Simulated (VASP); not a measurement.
Here is a VASP 6.6.1 calculation.

File INCAR:

```
PREC = Accurate
ENCUT = 500
EDIFF = 1E-6
ISMEAR = 0
SIGMA = 0.01
LREAL = False
LASPH = True
NELM = 120
ALGO = Normal
ISIF = 2
LWAVE = False
LCHARG = True
GGA = PE
LELF = True
LVHAR = True
NBANDS = 11
GGA_COMPAT = False
```

The input KPOINTS:

```
regular mesh
0
Gamma
  4 4 4
```

File POSCAR:

```
AlAs
1.0
    0.0000000000      2.8389251760      2.8389251760
    2.8389251760      0.0000000000      2.8389251760
    2.8389251760      2.8389251760      0.0000000000
Al As
1 1
Direct
    0.0000000000      0.0000000000      0.0000000000
    0.2500000000      0.2500000000      0.2500000000
```

Potentials or basis: VASP PAW PBE potentials, release 64 (Al, As).

Launch:

```bash
$ cat potpaw_PBE.64/Al/POTCAR potpaw_PBE.64/As/POTCAR > POTCAR
$ mpirun -np 1 vasp_std > vasp.out
```

**Question.** Estimate the band gap on the k mesh.

**Answer.** 1.43 eV (least direct gap 1.98 eV).

**Question.** Estimate the pressure.

**Answer.** 2.4 GPa.

Caveat: the k points lie up to 0.48 Å⁻¹ apart. A k mesh can miss the band edges.
